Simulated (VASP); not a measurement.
GaBiSe4: single point with PBE

GaBiSe4:

```xyz
6
Lattice="6.0382 0.0000 -0.3011 0.0000 3.8585 0.0000 -0.8386 0.0000 7.1381" Properties=species:S:1:pos:R:3 pbc="T T T"
Ga    0.0000    0.0000    0.0000
Bi    2.5998    1.9293    3.4185
Se    0.4597    0.0000    4.3703
Se    4.7399    0.0000    2.4667
Se    1.5099    1.9293    0.7393
Se    3.6897    1.9293    6.0976
```

```
Program             : VASP 6.6.1
Task                : single point
Functional          : PBE
Potentials or basis : VASP PAW PBE potentials, release 64 (Ga_d, Bi_d, Se)
Cutoff              : 500 eV
k mesh              : 6 × 8 × 6
Occupations         : gaussian, width 0.1 eV
Spin                : no spin polarisation
```

The pressure is 0.0 GPa, the largest force is 0.014 eV/Å and the band gap on the k mesh is zero (bands 26 and 27 overlap by 0.18 eV).

Forces in eV/Å, atoms in the order of the input:
```
Ga   0.000  0.000  0.000
Bi   0.000  0.000  0.000
Se   0.008  0.000  0.008
Se  -0.008  0.000 -0.008
Se   0.014  0.000  0.003
Se  -0.014  0.000 -0.003
```

Levels at points of the mesh, in eV from the Fermi level:
```
           k point  band 24  band 25  band 26  band 27  band 28  band 29
(0.00, 0.00, 0.00)    -0.50    -0.50    -0.05     1.16     1.32     1.68
(0.50, 0.00, 0.00)    -1.31    -1.05    -0.40     0.83     1.56     2.29
(0.00, 0.50, 0.00)    -2.75    -1.21    -0.54     1.24     1.32     2.07
(0.50, 0.50, 0.00)    -0.81    -0.79    -0.13     0.06     1.71     1.76
(0.00, 0.00, 0.50)    -0.72    -0.51     0.02     0.24     1.89     2.44
(0.50, 0.00, 0.50)    -1.01    -0.71    -0.59     0.92     1.66     2.17
(0.00, 0.50, 0.50)    -2.04    -0.95     0.01     0.45     0.84     2.10
(0.50, 0.50, 0.50)    -1.32    -1.25    -0.38    -0.13     1.97     2.20
```

It took 14 min on 1 thread of Intel Xeon 8259CL (shared host), peak memory 0.62 GiB.

Caveat: spin-orbit coupling is left out, which moves the levels of the heavy elements.
